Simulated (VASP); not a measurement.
# NaH in VASP: notebook

The runs below take NaH through single point, with PBE.

Everything below comes from runs of VASP 6.6.1. Logs are shortened: lines on timing, memory, paths and dates and some standing lists are left out, and cuts for length are marked.

## Step 1: The cell of the first run

It takes space group I-4m2 (No. 119, tetragonal). Conventional cell: a = 3.673 Å, b = 3.673 Å, c = 5.169 Å, α = 90.00°, β = 90.00°, γ = 90.00°. Within 3.0 Å of Na (site symmetry -4m2) lie 4 H at 2.25 Å. H (site symmetry -4m2) has 4 Na at 2.25 Å within 3.0 Å.

## Step 2: Single point, PBE (uniaxial z strain -0.5%)

Contents of INCAR:

```
SYSTEM = NaH
PREC = Accurate
ENCUT = 520
EDIFF = 1E-6
ISMEAR = -1
SIGMA = 0.02
LREAL = .False.
LASPH = .True.
NELM = 100
ALGO = Normal
ISIF = 2
LWAVE = .False.
LCHARG = .False.
GGA = PE
NBANDS = 11
```

Contents of KPOINTS:

```
regular mesh
0
Gamma
  8 8 8
  0 0 0
```

Contents of POSCAR:

```
NaH
1.0
    0.0000000000      2.5969210614      2.5847155324
    2.5969210614      0.0000000000      2.5847155324
    2.5969210614      2.5969210614      0.0000000000
Na H
1 1
Direct
    0.0000000000      0.0000000000      0.0000000000
    0.2500000000      0.2500000000      0.2500000000
```

Potentials or basis: VASP PAW PBE potentials, release 64 (Na_pv, H).

Command:

```console
> cat potpaw_PBE.64/Na_pv/POTCAR potpaw_PBE.64/H/POTCAR > POTCAR
> mpirun -np 1 vasp_std > vasp.out
```

OUTCAR:

```text
SYSTEM = NaH
   PREC = Accurate
   ENCUT = 520
   EDIFF = 1E-6
   ISMEAR = -1
   LREAL = .False.
   LASPH = .True.
   NELM = 100
   ISIF = 2
   GGA = PE

 ion  position               nearest neighbor table
   1  0.000  0.000  0.000-
   2  0.250  0.250  0.250-

  LATTYP: Found a body centered tetragonal cell.
 ALAT       =     3.6726009854
 C/A-ratio  =     1.4075667586

  Lattice vectors:

 A1 = (   0.0000000000,  -2.5969210614,  -2.5847155324)
 A2 = (   0.0000000000,   2.5969210614,  -2.5847155324)
 A3 = (   2.5969210614,   0.0000000000,   2.5847155324)

Analysis of symmetry for initial positions (statically):
=====================================================================
 Subroutine PRICEL returns:
 Original cell was already a primitive cell.

 Routine SETGRP: Setting up the symmetry group for a
 body centered tetragonal supercell.

 Subroutine GETGRP returns: Found  8 space group operations
 (whereof  8 operations were pure point group operations)
 out of a pool of 16 trial point group operations.

The static configuration has the point symmetry D_2d.

Analysis of symmetry for dynamics (positions and initial velocities):
=====================================================================
 Subroutine PRICEL returns:
 Original cell was already a primitive cell.

 Routine SETGRP: Setting up the symmetry group for a
 body centered tetragonal supercell.

 Subroutine GETGRP returns: Found  8 space group operations
 (whereof  8 operations were pure point group operations)
 out of a pool of 16 trial point group operations.

The dynamic configuration has the point symmetry D_2d.

 Subroutine INISYM returns: Found  8 space group operations
 (whereof  8 operations are pure point group operations),
 and found     1 'primitive' translations

----------------------------------------------------------------------------------------

                                     Primitive cell

  volume of cell :      34.8626

  direct lattice vectors                    reciprocal lattice vectors
     0.000000000  2.596921061  2.584715532    -0.192535694  0.192535694  0.193444885
     2.596921061  0.000000000  2.584715532     0.192535694 -0.192535694  0.193444885
     2.596921061  2.596921061  0.000000000     0.192535694  0.192535694 -0.193444885

  length of vectors
     3.663980538  3.663980538  3.672600985     0.334007352  0.334007352  0.334007352

  position of ions in fractional coordinates (direct lattice)
     0.000000000  0.000000000  0.000000000
     0.250000000  0.250000000  0.250000000

  ion indices of the primitive-cell ions
   primitive index   ion index
                 1           1
                 2           2

----------------------------------------------------------------------------------------

 KPOINTS: regular mesh

Automatic generation of k-mesh.
 Grid dimensions read from file:
 generate k-points for:    8    8    8

 Generating k-lattice:

  Cartesian coordinates                     Fractional coordinates (reciprocal lattice)
    -0.024066962  0.024066962  0.024180611     0.125000000 -0.000000000  0.000000000
     0.024066962 -0.024066962  0.024180611    -0.000000000  0.125000000  0.000000000
     0.024066962  0.024066962 -0.024180611     0.000000000  0.000000000  0.125000000

  Length of vectors
     0.041750919  0.041750919  0.041750919

  Shift w.r.t. Gamma in fractional coordinates (k-lattice)
     0.000000000  0.000000000  0.000000000

 Subroutine IBZKPT returns following result:
 ===========================================

 Found     59 irreducible k-points:

 Following reciprocal coordinates:
            Coordinates               Weight
  0.000000  0.000000  0.000000      1.000000
  0.125000  0.000000  0.000000      8.000000
  0.250000  0.000000  0.000000      8.000000
  0.375000  0.000000  0.000000      8.000000
  0.500000  0.000000  0.000000      4.000000
  0.125000  0.125000  0.000000      2.000000
[... 16 lines left out ...]
  0.250000  0.000000  0.125000     16.000000
  0.375000  0.000000  0.125000     16.000000
 [... further k-points ...]
   k-points           NKPTS =     59   k-points in BZ     NKDIM =     59   number of bands    NBANDS=     11
   number of dos      NEDOS =    301   number of ions     NIONS =      2
   total plane-waves  NPLWV =  21952
   dimension x,y,z NGX =    28 NGY =   28 NGZ =   28
   dimension x,y,z NGXF=    56 NGYF=   56 NGZF=   56
   ions per type =               1   1
   NGX,Y,Z   is equivalent  to a cutoff of  12.70, 12.70, 12.67 a.u.
   NGXF,Y,Z  is equivalent  to a cutoff of  25.41, 25.41, 25.35 a.u.
 SYSTEM =  NaH
   PREC   = accura    normal or accurate (medium, high low for compatibility)
   ISTART =      0    job   : 0-new  1-cont  2-samecut
   ICHARG =      2    charge: 1-file 2-atom 10-const
   ISPIN  =      1    spin polarized calculation?
   LNONCOLLINEAR =      F non collinear calculations
   LSORBIT =      F    spin-orbit coupling
   LASPH  =      T    aspherical Exc in radial PAW
   ENCUT  =  520.0 eV  38.22 Ry    6.18 a.u.   6.81  6.81  6.83*2*pi/ulx,y,z
   NELM   =    100;   NELMIN=  2; NELMDL= -5     # of ELM steps
   EDIFF  = 0.1E-05   stopping-criterion for ELM
   LREAL  =      F    real-space projection
[... 7 lines left out ...]
   TEBEG  =    0.0;   TEEND  =   0.0 temperature during run
   PSTRESS=    0.0 pullay stress
   NELECT =       8.0000    total number of electrons
   NUPDOWN=      -1.0000    fix difference up-down
   EMIN   =  10.00;   EMAX   =-10.00  energy-range for DOS
   EFERMI =   0.00;   METHOD = LEGACY
   ISMEAR =    -1;   SIGMA  =   0.02  broadening in eV -4-tet -1-fermi 0-gaus
   EFERMI_NEDOS =   21; number of points for ismear=-14 and -15
   IALGO  =     38    algorithm
   IMIX   =      4    mixing-type and parameters
     AMIX     =   0.40;   BMIX     =  1.00
     AMIX_MAG =   1.60;   BMIX_MAG =  1.00
  volume/ion in A,a.u.               =      17.43       117.63
  Fermi-wavevector in a.u.,A,eV,Ry     =   1.002270  1.894016 13.667667  1.004545
  Thomas-Fermi vector in A             =   2.134746
   LORBIT       =      0    0 simple, 1 ext, 2 COOP (PROOUT), +10 PAW based schemes
   GGA     = PE    functional components
   LHFCALC =     F    Hartree Fock is set to
   AEXX    =    0.0000 exact exchange contribution
   IVDW    =     0    specifies the selected vdW correction
   LEPSILON=     F    determine dielectric tensor
   LRPA    =     F    only Hartree local field effects (RPA)
 non-spin polarized calculation
  energy-cutoff  :      520.00
  volume of cell :       34.86
 maximum number of plane-waves:       950
   NGX = 13   NGY = 13   NGZ = 13

 number of electron       8.0000009 magnetization

 Free energy of the ion-electron system (eV)
  ---------------------------------------------------
  ext. energy  EPLUGINS =         0.00000000
  ---------------------------------------------------
  free energy    TOTEN  =        -4.98959171 eV

  energy without entropy =       -4.98959171  energy(sigma->0) =       -4.98959171

 E-fermi :  -1.3436     XC(G=0):  -6.8903

 val. band max:       -1.8727095534   @ k =  -0.2500   0.5000   0.2500
 cond. band min:       1.7394643655   @ k =   0.5000   0.0000   0.0000
 fundamental gap:      3.6121739189
 Fermi energy:        -1.3436044652

 k-point     1 :       0.0000    0.0000    0.0000
  band No.  band energies     occupation
      1     -23.8598      2.00000
      2     -23.8590      2.00000
      3     -23.8590      2.00000
      4      -4.7268      2.00000
      5       6.3696      0.00000
      6      11.4875      0.00000
      7      11.4875      0.00000
      8      11.4962      0.00000
      9      14.1774      0.00000
     10      14.1775      0.00000
     11      14.1808      0.00000

 k-point     2 :       0.1250    0.0000    0.0000
  band No.  band energies     occupation
      1     -23.8664      2.00000
      2     -23.8604      2.00000
      3     -23.8600      2.00000
      4      -4.5081      2.00000
      5       5.6928      0.00000
      6      10.6944      0.00000
      7      11.2280      0.00000
      8      11.2452      0.00000
      9      14.7461      0.00000
     10      14.7521      0.00000
     11      14.8556      0.00000

 k-point     3 :       0.2500    0.0000    0.0000
  band No.  band energies     occupation
      1     -23.8836      2.00000
      2     -23.8626      2.00000
      3     -23.8623      2.00000
      4      -3.8944      2.00000
      5       4.1311      0.00000
      6       9.6406      0.00000
      7      10.8730      0.00000
      8      10.9087      0.00000
      9      13.8248      0.00000
     10      13.9132      0.00000
     11      14.9876      0.00000

 k-point     4 :       0.3750    0.0000    0.0000
  band No.  band energies     occupation
      1     -23.9006      2.00000
      2     -23.8648      2.00000
      3     -23.8646      2.00000
      4      -3.0653      2.00000
      5       2.5127      0.00000
      6       9.0221      0.00000
      7      10.7230      0.00000
      8      10.7762      0.00000
      9      12.7412      0.00000
     10      12.8180      0.00000
     11      14.1893      0.00000

 k-point     5 :       0.5000    0.0000    0.0000
  band No.  band energies     occupation
      1     -23.9076      2.00000
      2     -23.8657      2.00000
      3     -23.8656      2.00000
      4      -2.5842      2.00000
      5       1.7395      0.00000
      6       8.8284      0.00000
      7      10.7172      0.00000
      8      10.7799      0.00000
      9      12.3252      0.00000
     10      12.3940      0.00000
     11      13.8554      0.00000
[... 211 lines left out ...]
 k-point    21 :       0.5000    0.5000    0.0000
  band No.  band energies     occupation
      1     -23.9064      2.00000
      2     -23.8760      2.00000
      3     -23.8760      2.00000
      4      -1.9436      2.00000
      5       3.1974      0.00000
      6       5.5807      0.00000
      7       7.8618      0.00000
      8       7.8618      0.00000
      9      10.4794      0.00000
     10      19.0695      0.00000
     11      21.5433      0.00000

 k-point    22 :       0.1250    0.0000    0.1250
  band No.  band energies     occupation
      1     -23.8661      2.00000
      2     -23.8622      2.00000
      3     -23.8614      2.00000
      4      -4.4366      2.00000
      5       5.6119      0.00000
      6      10.3637      0.00000
      7      10.3665      0.00000
      8      12.4610      0.00000
      9      12.8786      0.00000
     10      14.0820      0.00000
     11      15.9146      0.00000

 k-point    23 :       0.2500    0.0000    0.1250
  band No.  band energies     occupation
      1     -23.8789      2.00000
      2     -23.8646      2.00000
      3     -23.8637      2.00000
      4      -3.9558      2.00000
      5       4.5778      0.00000
      6       9.1730      0.00000
      7       9.7869      0.00000
      8      11.6244      0.00000
      9      13.1555      0.00000
     10      13.8781      0.00000
     11      16.1288      0.00000

 k-point    24 :       0.3750    0.0000    0.1250
  band No.  band energies     occupation
      1     -23.8950      2.00000
      2     -23.8671      2.00000
      3     -23.8666      2.00000
      4      -3.1880      2.00000
      5       3.1163      0.00000
      6       8.0858      0.00000
      7       9.5950      0.00000
      8      10.7134      0.00000
      9      13.0539      0.00000
     10      14.7814      0.00000
     11      15.4708      0.00000

 [... further k-points ...]

------------------------ aborting loop because EDIFF is reached ----------------------------------------

  FORCE on cell =-STRESS in cart. coord.  units (eV):
  Direction    XX          YY          ZZ          XY          YZ          ZX
  --------------------------------------------------------------------------------------
  -------------------------------------------------------------------------------------
  Total        0.0664164      0.0664164      0.0711612      0.0000000      0.0000000     -0.0000000
  in kB        3.0522886      3.0522886      3.2703457      0.0000000      0.0000000     -0.0000000
  external PRESSURE =       3.1249743 kB  Pullay stress =       0.0000000 kB

 VOLUME and BASIS-vectors are now :
 -----------------------------------------------------------------------------
  energy-cutoff  :      520.00
  volume of cell :       34.86
      direct lattice vectors                 reciprocal lattice vectors
     0.000000000  2.596921061  2.584715532    -0.192535694  0.192535694  0.193444885
     2.596921061  0.000000000  2.584715532     0.192535694 -0.192535694  0.193444885
     2.596921061  2.596921061  0.000000000     0.192535694  0.192535694 -0.193444885

 POSITION                                       TOTAL-FORCE (eV/Angst)
 -----------------------------------------------------------------------------------
      0.00000      0.00000      0.00000         0.000000      0.000000      0.000000
      1.29846      1.29846      1.29236        -0.000000     -0.000000     -0.000000
 -----------------------------------------------------------------------------------
    total drift:                                0.000001      0.000001      0.000001

  FREE ENERGIE OF THE ION-ELECTRON SYSTEM (eV)
  ---------------------------------------------------
  free  energy   TOTEN  =        -4.9895917116 eV

  energy  without entropy=       -4.9895917116  energy(sigma->0) =       -4.98959171
```

Run time: 15 s. Hardware: 1 thread of Intel Xeon Platinum 8375C at 2.90GHz (Ice Lake), shared host; peak memory 0.16 GiB.

Results:

```
Free energy            : -4.9896 eV
Pressure               : 0.3 GPa
Band gap on the k mesh : 3.61 eV (least direct gap 4.32 eV)
```

Caveat: the cell differs from its parent crystal (uniaxial z strain -0.5%); the structure was generated, so it needn't be the stable form of NaH. A k mesh can miss the band edges.

## Step 3: Single point, PBE (epitaxial 111 strain -3.2%)

Contents of INCAR:

```
SYSTEM = NaH
PREC     = Accurate       ! precision mode
ENCUT    = 520            ! plane-wave cutoff, eV
EDIFF    = 1E-7           ! SCF threshold, eV
ISMEAR   = -1             ! smearing method
SIGMA    = 0.02           ! smearing width, eV
LREAL    = .FALSE.        ! projectors in reciprocal space
LASPH    = .TRUE.         ! aspherical terms in the spheres
NELM     = 100            ! most SCF steps
ALGO     = Normal         ! electronic algorithm
ISIF     = 2              ! what is computed and relaxed
LWAVE    = .FALSE.        ! write WAVECAR
LCHARG   = .FALSE.        ! write CHGCAR
GGA      = PE             ! functional
NBANDS   = 11             ! bands
```

Contents of KPOINTS:

```
regular mesh
0
G
  8 8 8
  0 0 0
```

Contents of POSCAR:

```
NaH
1.0
    0.0825882941      2.5953691131      2.5953691131
    2.5953691131      0.0825882941      2.5953691131
    2.5953691131      2.5953691131      0.0825882941
Na H
1 1
Direct
    0.0032674252      0.0032674252      0.0032674252
    0.2467325748      0.2467325748      0.2467325748
```

Potentials or basis: VASP PAW PBE potentials, release 64 (Na_pv, H).

Command:

```console
> cat potpaw_PBE.64/Na_pv/POTCAR potpaw_PBE.64/H/POTCAR > POTCAR
> mpirun -np 1 vasp_std > vasp.out
```

Wall time 16 s (1 thread of Intel Xeon Platinum 8375C at 2.90GHz (Ice Lake), shared host); peak memory 0.16 GiB.

The run converged. Its results:

* Free energy: -4.9770 eV
* Pressure: 1.2 GPa
* Band gap on the k mesh: 3.41 eV (least direct gap 4.32 eV)

Stress tensor (GPa, compression positive):
```
 1.21 -0.47 -0.47
-0.47  1.21 -0.47
-0.47 -0.47  1.21
```

Levels at points of the mesh, in eV from the valence-band top:
```csv
k point,band 2,band 3,band 4,band 5,band 6,band 7
"(0.00, 0.00, 0.00)",-21.92,-21.92,-2.98,8.46,12.99,13.97
"(0.50, 0.00, 0.00)",-21.93,-21.93,-0.69,3.72,10.93,12.53
"(0.50, 0.50, 0.00)",-21.94,-21.94,-0.08,5.11,7.58,9.66
"(0.50, 0.50, 0.50)",-21.93,-21.93,-0.90,3.41,11.20,13.30
```

Caveat: the cell differs from its parent crystal (epitaxial 111 strain -3.2%); the structure was generated, so it needn't be the stable form of NaH.
